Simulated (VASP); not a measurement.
Au, 1 atom in the cell. It takes space group Im-3m (No. 229, cubic). The conventional cell has a = 3.194 Å, b = 3.194 Å, c = 3.194 Å, α = 90.00°, β = 90.00°, γ = 90.00°. Au (site symmetry m-3m) has 14 Au at 2.77 to 3.19 Å within 3.6 Å. This isn't the form of Au at room conditions, which is fcc.

* Program: VASP 6.6.1
* Task: single point
* Functional: LDA
* Potentials or basis: VASP PAW LDA potentials, release 64 (Au)
* Cutoff: 520 eV
* k mesh: 20 × 20 × 20
* Occupations: fermi-dirac, width 0.15 eV
* Spin: no spin polarisation
* Dipole correction: no
* Further INCAR settings: ALGO = Normal; EDIFF = 1e-07; NBANDS = 12

Potentials or basis: VASP PAW LDA potentials, release 64 (Au).

The run is started by

```bash
$ cat potpaw_LDA.64/Au/POTCAR > POTCAR
$ mpirun -np 1 vasp_std > vasp.out
```

Hardware: 1 thread of Intel(R) Xeon(R) Platinum 8259CL CPU @ 2.50GHz (Skylake/Cascade Lake), with other jobs on the host.

Problem. Estimate the wall time of this run.

Solution. It took 25 s on 1 thread of Intel(R) Xeon(R) Platinum 8259CL CPU @ 2.50GHz (Skylake/Cascade Lake) (shared host), peak memory 0.17 GiB. Counts: scf iterations 11, k points 256.
